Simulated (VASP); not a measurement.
Write the native input for VASP 6.6.1 that does the following.

```yaml
Task: relaxation of cell and atoms
Functional: r2SCAN
Potentials_or_basis: VASP PAW PBE potentials, release 64 (Ta_pv)
Cutoff: 600 eV
k_mesh: 24 × 24 × 24
Occupations: fermi-dirac, width 0.08 eV
Spin: no spin polarisation
Target_pressure: 1 GPa
Dipole_correction: no
Further_INCAR_settings: ALGO = Normal; EDIFF = 1e-06; IBRION = 2; EDIFFG = -0.002; NSW = 100; ISIF = 3
```

Crystal: Ta.

```
Ta
1.0
    -1.65275    1.65275    1.65275
     1.65275   -1.65275    1.65275
     1.65275    1.65275   -1.65275
Ta
1
Direct
  0.00000 0.00000 0.00000
```

One way to write it, as run:

POSCAR

```
Ta
1.0
   -1.6527469160      1.6527469160      1.6527469160
    1.6527469160     -1.6527469160      1.6527469160
    1.6527469160      1.6527469160     -1.6527469160
Ta
1
Direct
    0.0000000000      0.0000000000      0.0000000000
```

INCAR.step1

```
PREC = Accurate
ENCUT = 600
ISMEAR = -1
SIGMA = 0.08
LREAL = F
LASPH = T
NELM = 100
GGA = PE
ALGO = Normal
EDIFF = 1E-4
LWAVE = T
LCHARG = F
```

INCAR.step2

```
PREC = Accurate
ENCUT = 600
EDIFF = 1E-6
ISMEAR = -1
SIGMA = 0.08
LREAL = F
LASPH = T
NELM = 100
ALGO = Normal
ISIF = 3
LWAVE = F
LCHARG = F
METAGGA = R2SCAN
LMIXTAU = T
IBRION = 2
NSW = 100
EDIFFG = -0.002
PSTRESS = 10.0
ISTART = 1
```

KPOINTS

```
regular mesh
0
Gamma
  24 24 24
```

Potentials or basis: VASP PAW PBE potentials, release 64 (Ta_pv).

Launch:

```console
$ cat potpaw_PBE.64/Ta_pv/POTCAR > POTCAR
$ cp INCAR.step1 INCAR
$ mpirun -np 1 vasp_std > vasp.out
$ cp INCAR.step2 INCAR
$ mpirun -np 1 vasp_std > vasp.out
```

Results of the run:

| Item | Value |
| --- | --- |
| Relaxed volume | 18.02 Å³/atom |
| Relaxed cell | a = 2.861 Å, b = 2.861 Å, c = 2.861 Å, α = 109.47°, β = 109.47°, γ = 109.47° |
| Space group after relaxing (to 0.1 Å) | Im-3m (No. 229) |
| Energy change on relaxing (the run minimises the enthalpy) | +0.2 meV/atom |
| Ionic steps | 9 |
| Pressure after relaxing | 1.0 GPa |
| Band gap on the k mesh | zero (an odd number of electrons rules out a gap without spin polarisation) |

Caveat: the cell is relaxed towards a set pressure, so the run minimises the enthalpy, not the energy; the PAW data sets were made with another functional, which shifts forces and pressure a little; spin-orbit coupling is left out, which moves the levels of the heavy elements.

Run time: 5.9 min on 1 thread of Intel(R) Xeon(R) 6975P-C (Granite Rapids), with other jobs on the host, peak memory 0.24 GiB.
